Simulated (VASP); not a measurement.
# CsCl (Pm-3m) in VASP: further runs

The runs below take CsCl through single point, with PBEsol.

Everything below comes from runs of VASP 6.6.1. Logs are shortened: lines on timing, memory, paths and dates and some standing lists are left out, and cuts for length are marked.

## 1. The cell of the first run

The structure is cubic, space group Pm-3m (No. 221). The conventional cell has a = 4.065 Å, b = 4.065 Å, c = 4.065 Å, α = 90.00°, β = 90.00°, γ = 90.00°. Cs (site symmetry m-3m) has 8 Cl at 3.52 Å and 6 Cs at 4.07 Å within 4.6 Å. Cl (site symmetry m-3m) has 8 Cs at 3.52 Å and 6 Cl at 4.07 Å within 4.6 Å.

## 2. Single point, PBEsol

INCAR reads:

```
SYSTEM = CsCl
  ALGO = Normal
  EDIFF = 1E-6
  ENCUT = 500
  GGA = PS
  GGA_COMPAT = .False.
  ISIF = 2
  ISMEAR = 0
  LASPH = .True.
  LCHARG = .False.
  LREAL = .False.
  LWAVE = .False.
  NBANDS = 15
  NELM = 120
  PREC = Accurate
  SIGMA = 0.01
```

KPOINTS reads:

```
k-points
0
Gamma
  6 6 6
  0 0 0
```

POSCAR reads:

```
CsCl
1.0
    4.0653446562      0.0000000000      0.0000000000
    0.0000000000      4.0653446562      0.0000000000
    0.0000000000      0.0000000000      4.0653446562
Cs Cl
1 1
Direct
    0.0000000000      0.0000000000      0.0000000000
    0.5000000000      0.5000000000      0.5000000000
```

Potentials or basis: VASP PAW PBE potentials, release 64 (Cs_sv, Cl).

Started as:

```console
cat potpaw_PBE.64/Cs_sv/POTCAR potpaw_PBE.64/Cl/POTCAR > POTCAR
mpirun -np 1 vasp_std > vasp.out
```

OUTCAR:

```text
SYSTEM = CsCl
   EDIFF = 1E-6
   ENCUT = 500
   GGA = PS
   ISIF = 2
   ISMEAR = 0
   LASPH = .True.
   LREAL = .False.
   NELM = 120
   PREC = Accurate

 ion  position               nearest neighbor table
   1  0.000  0.000  0.000-
   2  0.500  0.500  0.500-

  LATTYP: Found a simple cubic cell.
 ALAT       =     4.0653446562

  Lattice vectors:

 A1 = (   4.0653446562,   0.0000000000,   0.0000000000)
 A2 = (   0.0000000000,   4.0653446562,   0.0000000000)
 A3 = (   0.0000000000,   0.0000000000,   4.0653446562)

Analysis of symmetry for initial positions (statically):
=====================================================================
 Subroutine PRICEL returns:
 Original cell was already a primitive cell.

 Routine SETGRP: Setting up the symmetry group for a
 simple cubic supercell.

 Subroutine GETGRP returns: Found 48 space group operations
[... 9 lines left out ...]

 Routine SETGRP: Setting up the symmetry group for a
 simple cubic supercell.

 Subroutine GETGRP returns: Found 48 space group operations
[... 11 lines left out ...]
                                     Primitive cell

  volume of cell :      67.1881

  direct lattice vectors                    reciprocal lattice vectors
     4.065344656  0.000000000  0.000000000     0.245981604  0.000000000  0.000000000
     0.000000000  4.065344656  0.000000000     0.000000000  0.245981604  0.000000000
     0.000000000  0.000000000  4.065344656     0.000000000  0.000000000  0.245981604

  length of vectors
     4.065344656  4.065344656  4.065344656     0.245981604  0.245981604  0.245981604

  position of ions in fractional coordinates (direct lattice)
     0.000000000  0.000000000  0.000000000
     0.500000000  0.500000000  0.500000000

  ion indices of the primitive-cell ions
   primitive index   ion index
                 1           1
                 2           2

----------------------------------------------------------------------------------------

 KPOINTS: k-points

Automatic generation of k-mesh.
 Grid dimensions read from file:
 generate k-points for:    6    6    6

 Generating k-lattice:

  Cartesian coordinates                     Fractional coordinates (reciprocal lattice)
     0.040996934  0.000000000  0.000000000     0.166666667  0.000000000  0.000000000
     0.000000000  0.040996934  0.000000000     0.000000000  0.166666667  0.000000000
     0.000000000  0.000000000  0.040996934     0.000000000  0.000000000  0.166666667

  Length of vectors
     0.040996934  0.040996934  0.040996934

  Shift w.r.t. Gamma in fractional coordinates (k-lattice)
     0.000000000  0.000000000  0.000000000

 Subroutine IBZKPT returns following result:
 ===========================================

 Found     20 irreducible k-points:

 Following reciprocal coordinates:
            Coordinates               Weight
  0.000000  0.000000  0.000000      1.000000
  0.166667  0.000000  0.000000      6.000000
  0.333333  0.000000  0.000000      6.000000
  0.500000  0.000000  0.000000      3.000000
  0.166667  0.166667  0.000000     12.000000
  0.333333  0.166667  0.000000     24.000000
[... 12 lines left out ...]
  0.500000  0.500000  0.333333      6.000000
  0.500000  0.500000  0.500000      1.000000
   k-points           NKPTS =     20   k-points in BZ     NKDIM =     20   number of bands    NBANDS=     15
   number of dos      NEDOS =    301   number of ions     NIONS =      2
   total plane-waves  NPLWV =  27000
   dimension x,y,z NGX =    30 NGY =   30 NGZ =   30
   dimension x,y,z NGXF=    60 NGYF=   60 NGZF=   60
   ions per type =               1   1
   NGX,Y,Z   is equivalent  to a cutoff of  12.27, 12.27, 12.27 a.u.
   NGXF,Y,Z  is equivalent  to a cutoff of  24.54, 24.54, 24.54 a.u.
 SYSTEM =  CsCl
   PREC   = accura    normal or accurate (medium, high low for compatibility)
   ISTART =      0    job   : 0-new  1-cont  2-samecut
   ICHARG =      2    charge: 1-file 2-atom 10-const
   ISPIN  =      1    spin polarized calculation?
   LNONCOLLINEAR =      F non collinear calculations
   LSORBIT =      F    spin-orbit coupling
   LASPH  =      T    aspherical Exc in radial PAW
   ENCUT  =  500.0 eV  36.75 Ry    6.06 a.u.   7.41  7.41  7.41*2*pi/ulx,y,z
   NELM   =    120;   NELMIN=  2; NELMDL= -5     # of ELM steps
   EDIFF  = 0.1E-05   stopping-criterion for ELM
   LREAL  =      F    real-space projection
   EDIFFG = 0.1E-04   stopping-criterion for IOM
   NSW    =      0    number of steps for IOM
   IBRION =     -1    ionic relax: 0-MD 1-quasi-New 2-CG
   NFREE  =      0    steps in history (QN), initial steepest desc. (CG)
   ISIF   =      2    stress and relaxation
   ISYM   =      2    0-nonsym 1-usesym 2-fastsym
   POTIM  = 0.5000    time-step for ionic-motion
   TEBEG  =    0.0;   TEEND  =   0.0 temperature during run
   PSTRESS=    0.0 pullay stress
   NELECT =      16.0000    total number of electrons
   NUPDOWN=      -1.0000    fix difference up-down
   EMIN   =  10.00;   EMAX   =-10.00  energy-range for DOS
   EFERMI =   0.00;   METHOD = LEGACY
   ISMEAR =     0;   SIGMA  =   0.01  broadening in eV -4-tet -1-fermi 0-gaus
   EFERMI_NEDOS =   21; number of points for ismear=-14 and -15
   IALGO  =     38    algorithm
   IMIX   =      4    mixing-type and parameters
     AMIX     =   0.40;   BMIX     =  1.00
     AMIX_MAG =   1.60;   BMIX_MAG =  1.00
  volume/ion in A,a.u.               =      33.59       226.70
  Fermi-wavevector in a.u.,A,eV,Ry     =   1.014731  1.917563 14.009624  1.029678
  Thomas-Fermi vector in A             =   2.147975
   LORBIT       =      0    0 simple, 1 ext, 2 COOP (PROOUT), +10 PAW based schemes
   GGA     = PS    functional components
   LHFCALC =     F    Hartree Fock is set to
   AEXX    =    0.0000 exact exchange contribution
   IVDW    =     0    specifies the selected vdW correction
   LEPSILON=     F    determine dielectric tensor
   LRPA    =     F    only Hartree local field effects (RPA)
 non-spin polarized calculation
 Gauss-broadening in eV      SIGMA  =   0.01
  energy-cutoff  :      500.00
  volume of cell :       67.19
 maximum number of plane-waves:      1743
 NGX is ok and might be reduce to    30
   NGX = 15   NGY = 15   NGZ = 15

 number of electron      16.0000008 magnetization

 Free energy of the ion-electron system (eV)
  ---------------------------------------------------
  ext. energy  EPLUGINS =         0.00000000
  ---------------------------------------------------
  free energy    TOTEN  =        -6.84492843 eV

  energy without entropy =       -6.84492843  energy(sigma->0) =       -6.84492843

 E-fermi :  -0.0382     XC(G=0):  -8.6740

 val. band max:       -0.1814748286   @ k =   0.0000   0.0000   0.0000
 cond. band min:       5.0293214523   @ k =   0.0000   0.0000   0.0000
 fundamental gap:      5.2107962809
 Fermi energy:        -0.0382497677

 k-point     1 :       0.0000    0.0000    0.0000
  band No.  band energies     occupation
      1     -19.5058      2.00000
      2     -12.3983      2.00000
      3      -5.9448      2.00000
      4      -5.9448      2.00000
      5      -5.9448      2.00000
      6      -0.1815      2.00000
      7      -0.1815      2.00000
      8      -0.1815      2.00000
      9       5.0293      0.00000
     10       5.0293      0.00000
     11       5.0562      0.00000
     12       9.9632      0.00000
     13       9.9632      0.00000
     14       9.9632      0.00000
     15      13.1056      0.00000

 k-point     2 :       0.1667    0.0000    0.0000
  band No.  band energies     occupation
      1     -19.4813      2.00000
      2     -12.4128      2.00000
      3      -6.1093      2.00000
      4      -5.9033      2.00000
      5      -5.9033      2.00000
      6      -0.5738      2.00000
      7      -0.2506      2.00000
      8      -0.2506      2.00000
      9       5.2256      0.00000
     10       5.6465      0.00000
     11       5.8124      0.00000
     12       9.7339      0.00000
     13       9.7339      0.00000
     14      10.1340      0.00000
     15      11.5507      0.00000

 k-point     3 :       0.3333    0.0000    0.0000
  band No.  band energies     occupation
      1     -19.4313      2.00000
      2     -12.4459      2.00000
      3      -6.3969      2.00000
      4      -5.8171      2.00000
      5      -5.8171      2.00000
      6      -1.2129      2.00000
      7      -0.3953      2.00000
      8      -0.3953      2.00000
      9       5.7424      0.00000
     10       6.8447      0.00000
     11       7.6193      0.00000
     12       9.4817      0.00000
     13       9.4817      0.00000
     14       9.7404      0.00000
     15      10.5667      0.00000

 k-point     4 :       0.5000    0.0000    0.0000
  band No.  band energies     occupation
      1     -19.4057      2.00000
      2     -12.4648      2.00000
      3      -6.5229      2.00000
      4      -5.7722      2.00000
      5      -5.7722      2.00000
      6      -1.4875      2.00000
      7      -0.4709      2.00000
      8      -0.4709      2.00000
      9       6.1351      0.00000
     10       7.5116      0.00000
     11       8.7920      0.00000
     12       8.8983      0.00000
     13       9.4416      0.00000
     14       9.4416      0.00000
     15      10.8690      0.00000

 k-point     5 :       0.1667    0.1667    0.0000
  band No.  band energies     occupation
      1     -19.4577      2.00000
      2     -12.4145      2.00000
      3      -6.1916      2.00000
      4      -6.0049      2.00000
      5      -5.8656      2.00000
      6      -0.7521      2.00000
      7      -0.3306      2.00000
      8      -0.2898      2.00000
      9       5.6097      0.00000
     10       6.1509      0.00000
     11       6.1798      0.00000
     12       9.1836      0.00000
     13       9.3262      0.00000
     14      10.4038      0.00000
     15      12.0011      0.00000

 k-point     6 :       0.3333    0.1667    0.0000
  band No.  band energies     occupation
      1     -19.4096      2.00000
      2     -12.4214      2.00000
      3      -6.4655      2.00000
      4      -6.0613      2.00000
      5      -5.7874      2.00000
      6      -1.0951      2.00000
      7      -0.4563      2.00000
      8      -0.3755      2.00000
      9       6.0599      0.00000
     10       6.8895      0.00000
     11       7.5626      0.00000
     12       8.8300      0.00000
     13       9.1902      0.00000
     14       9.9371      0.00000
     15      10.8270      0.00000

 k-point     7 :       0.5000    0.1667    0.0000
  band No.  band energies     occupation
      1     -19.3852      2.00000
      2     -12.4267      2.00000
      3      -6.5973      2.00000
      4      -6.0799      2.00000
      5      -5.7468      2.00000
      6      -1.2393      2.00000
      7      -0.5284      2.00000
      8      -0.4221      2.00000
      9       6.3103      0.00000
     10       7.3967      0.00000
     11       7.7478      0.00000
[... 154 lines left out ...]
      4      -6.7662      2.00000
      5      -5.9088      2.00000
      6      -0.8288      2.00000
      7      -0.8288      2.00000
      8      -0.6122      2.00000
      9       6.3848      0.00000
     10       6.4942      0.00000
     11       7.8602      0.00000
     12       7.8602      0.00000
     13      11.6182      0.00000
     14      11.6182      0.00000
     15      12.4475      0.00000

 k-point    17 :       0.3333    0.3333    0.3333
  band No.  band energies     occupation
      1     -19.3048      2.00000
      2     -12.2918      2.00000
      3      -6.4622      2.00000
      4      -6.4385      2.00000
      5      -6.4385      2.00000
      6      -1.0460      2.00000
      7      -1.0460      2.00000
      8      -0.7417      2.00000
      9       7.1492      0.00000
     10       8.1622      0.00000
     11       8.1622      0.00000
     12       8.8832      0.00000
     13       8.8832      0.00000
     14       9.0690      0.00000
     15      13.5765      0.00000

 k-point    18 :       0.5000    0.3333    0.3333
  band No.  band energies     occupation
      1     -19.2840      2.00000
      2     -12.2643      2.00000
      3      -6.6533      2.00000
      4      -6.4570      2.00000
      5      -6.3672      2.00000
      6      -1.2162      2.00000
      7      -1.1085      2.00000
      8      -0.8514      2.00000
      9       7.2589      0.00000
     10       7.8158      0.00000
     11       8.3066      0.00000
     12       8.7746      0.00000
     13       9.3703      0.00000
     14      10.7601      0.00000
     15      12.8640      0.00000

 k-point    19 :       0.5000    0.5000    0.3333
  band No.  band energies     occupation
      1     -19.2638      2.00000
      2     -12.2357      2.00000
      3      -6.6211      2.00000
      4      -6.6211      2.00000
      5      -6.3433      2.00000
      6      -1.2298      2.00000
      7      -1.2298      2.00000
      8      -1.1836      2.00000
      9       7.7021      0.00000
     10       8.1712      0.00000
     11       8.1712      0.00000
     12       8.6065      0.00000
     13      10.8754      0.00000
     14      10.8754      0.00000
     15      12.5723      0.00000

 k-point    20 :       0.5000    0.5000    0.5000
  band No.  band energies     occupation
      1     -19.2440      2.00000
      2     -12.2114      2.00000
      3      -6.5425      2.00000
      4      -6.5425      2.00000
      5      -6.5425      2.00000
      6      -1.4299      2.00000
      7      -1.4299      2.00000
      8      -1.4299      2.00000
      9       8.4158      0.00000
     10       8.4158      0.00000
     11       8.4158      0.00000
     12      10.4293      0.00000
     13      10.4293      0.00000
     14      10.4293      0.00000
     15      12.6384      0.00000

------------------------ aborting loop because EDIFF is reached ----------------------------------------

  FORCE on cell =-STRESS in cart. coord.  units (eV):
  Direction    XX          YY          ZZ          XY          YZ          ZX
  --------------------------------------------------------------------------------------
  -------------------------------------------------------------------------------------
  Total        0.0344844      0.0344844      0.0344844     -0.0000000     -0.0000000     -0.0000000
  in kB        0.8223217      0.8223217      0.8223217     -0.0000000     -0.0000000     -0.0000000
  external PRESSURE =       0.8223217 kB  Pullay stress =       0.0000000 kB

 VOLUME and BASIS-vectors are now :
 -----------------------------------------------------------------------------
  energy-cutoff  :      500.00
  volume of cell :       67.19
      direct lattice vectors                 reciprocal lattice vectors
     4.065344656  0.000000000  0.000000000     0.245981604  0.000000000  0.000000000
     0.000000000  4.065344656  0.000000000     0.000000000  0.245981604  0.000000000
     0.000000000  0.000000000  4.065344656     0.000000000  0.000000000  0.245981604

 POSITION                                       TOTAL-FORCE (eV/Angst)
 -----------------------------------------------------------------------------------
      0.00000      0.00000      0.00000         0.000000      0.000000      0.000000
      2.03267      2.03267      2.03267         0.000000      0.000000      0.000000
 -----------------------------------------------------------------------------------
    total drift:                                0.000000      0.000000     -0.000000

  FREE ENERGIE OF THE ION-ELECTRON SYSTEM (eV)
  ---------------------------------------------------
  free  energy   TOTEN  =        -6.8449284282 eV

  energy  without entropy=       -6.8449284282  energy(sigma->0) =       -6.84492843
```

Wall time 16 s (1 thread of Intel Xeon Platinum 8259CL at 2.50GHz (Skylake/Cascade Lake), shared host); peak memory 0.17 GiB.

What came out:

| Item | Value |
| --- | --- |
| Free energy | -6.8449 eV |
| Pressure | 0.1 GPa |
| Band gap on the k mesh | 5.21 eV, direct |

Caveat: the PAW data sets were made with another functional, which shifts forces and pressure a little; spin-orbit coupling is left out, which moves the levels of the heavy elements. A k mesh can miss the band edges.

## 3. Single point, PBEsol

INCAR reads:

```
ALGO = Normal
EDIFF = 1E-6
ENCUT = 500
GGA = PS
GGA_COMPAT = F
ISIF = 2
ISMEAR = 0
LASPH = T
LCHARG = T
LELF = T
LREAL = F
LVHAR = T
LWAVE = F
NBANDS = 15
NELM = 120
PREC = Accurate
SIGMA = 0.01
```

KPOINTS reads:

```
k-points
0
Gamma
  6 6 6
```

POSCAR is that of step 2.

Potentials or basis: VASP PAW PBE potentials, release 64 (Cs_sv, Cl).

Started as:

```console
cat potpaw_PBE.64/Cs_sv/POTCAR potpaw_PBE.64/Cl/POTCAR > POTCAR
mpirun -np 1 vasp_std > vasp.out
```

Wall time 17 s (1 thread of Intel Xeon Platinum 8259CL at 2.50GHz (Skylake/Cascade Lake), shared host); peak memory 0.17 GiB.

It converged, with:

```
Free energy            : -6.8449 eV
Pressure               : 0.1 GPa
Band gap on the k mesh : 5.21 eV, direct
```

Levels at points of the mesh, in eV from the valence-band top:
| k point | band 5 | band 6 | band 7 | band 8 | band 9 | band 10 | band 11 | band 12 |
| --- | --- | --- | --- | --- | --- | --- | --- | --- |
| (0.00, 0.00, 0.00) | -5.76 | 0.00 | 0.00 | 0.00 | 5.21 | 5.21 | 5.24 | 10.14 |
| (0.50, 0.00, 0.00) | -5.59 | -1.31 | -0.29 | -0.29 | 6.32 | 7.69 | 8.97 | 9.08 |
| (0.50, 0.50, 0.00) | -5.49 | -0.44 | -0.44 | -0.08 | 5.84 | 5.91 | 7.94 | 7.94 |
| (0.50, 0.50, 0.50) | -6.36 | -1.25 | -1.25 | -1.25 | 8.60 | 8.60 | 8.60 | 10.61 |

Caveat: the PAW data sets were made with another functional, which shifts forces and pressure a little; spin-orbit coupling is left out, which moves the levels of the heavy elements. A k mesh can miss the band edges.
